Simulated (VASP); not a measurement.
Input of a VASP 6.6.1 run:

Contents of INCAR:

```
SYSTEM = Pr2B
PREC = Accurate
ENCUT = 500
EDIFF = 1E-6
ISMEAR = 0
SIGMA = 0.1
LREAL = .FALSE.
LASPH = .TRUE.
NELM = 200
ALGO = Normal
ISIF = 2
LWAVE = .FALSE.
LCHARG = .TRUE.
GGA = PE
LELF = .TRUE.
LVHAR = .TRUE.
NBANDS = 20
GGA_COMPAT = .FALSE.
LMAXMIX = 6
```

Contents of KPOINTS:

```
Automatic mesh
0
G
  10 10 6
  0 0 0
```

POSCAR

```
Pr2B
1.0
    2.8066592823     -2.0848477128     -0.0237127565
    2.8066592823      2.0848477128     -0.0237127565
   -1.2807395774      0.0000000000      6.3245324105
Pr B
2 1
Direct
    0.3164644939      0.3164644939      0.2562444392
    0.6835355061      0.6835355061      0.7437555608
    0.0000000000      0.0000000000      0.5000000000
```

Potentials or basis: VASP PAW PBE potentials, release 64 (Pr_3, B), 4f in core.

Command:

```console
$ cat potpaw_PBE.64/Pr_3/POTCAR potpaw_PBE.64/B/POTCAR > POTCAR
$ mpirun -np 1 vasp_std > vasp.out
```

Task: What does it give for the band gap on the k mesh?

Result: Zero (an odd number of electrons rules out a gap without spin polarisation).

Task: Estimate the largest force.

Result: 0.018 eV/Å.

Forces in eV/Å, atoms in the order of the input:
```
Pr   0.008  0.000  0.016
Pr  -0.008  0.000 -0.016
B    0.000  0.000  0.000
```

Caveat: spin-orbit coupling is left out, which moves the levels of the heavy elements; the 4f electrons are frozen in the core, so they carry no moment and show no levels. Spin polarisation is off, so any magnetic state and its effect on volume and gap are missing.
